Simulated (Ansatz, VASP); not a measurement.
## CuI: VASP beside Ansatz

```
Cu I
1.0
     3.92421    0.00000    0.00000
    -1.96211    3.39847    0.00000
     0.00000    0.00000    6.33636
Cu I
2 2
Direct
  0.00000 0.00000 0.00000
  0.00000 0.00000 0.50000
  0.33333 0.66667 0.25000
  0.66667 0.33333 0.75000
```

Change from the starting cell: biaxial_xy strain -5.4%.

Alike in both runs: task single point; functional r2SCAN; k mesh 12 × 12 × 4; occupations fermi-dirac, width 0.02 eV; no spin polarisation.

|  | VASP | Ansatz |
| --- | --- | --- |
| version | VASP 6.6.1 | Ansatz 0.2.0 |
| potentials or method | VASP PAW PBE potentials, release 64 (Cu, I) | plane waves, PAW |
| plane-wave cutoff (eV) | 520 | 500 |
| valence electrons in the cell | 36 | 72 |

```tsv
	VASP	Ansatz	Ansatz less VASP
pressure (GPa)	7.2	7.2	-0.04
traceless stress, the component that is largest in VASP (GPa)	-1.00	-1.01	-0.008
```

VASP's potentials were made for PBE, not for r2SCAN. With one functional, cell and mesh, what is left measures potentials, basis and numerics. VASP's potentials hold 36 valence electrons a cell and Ansatz's 72, so a difference there can come from the potentials and not from the codes.

Spin-orbit coupling is off throughout.
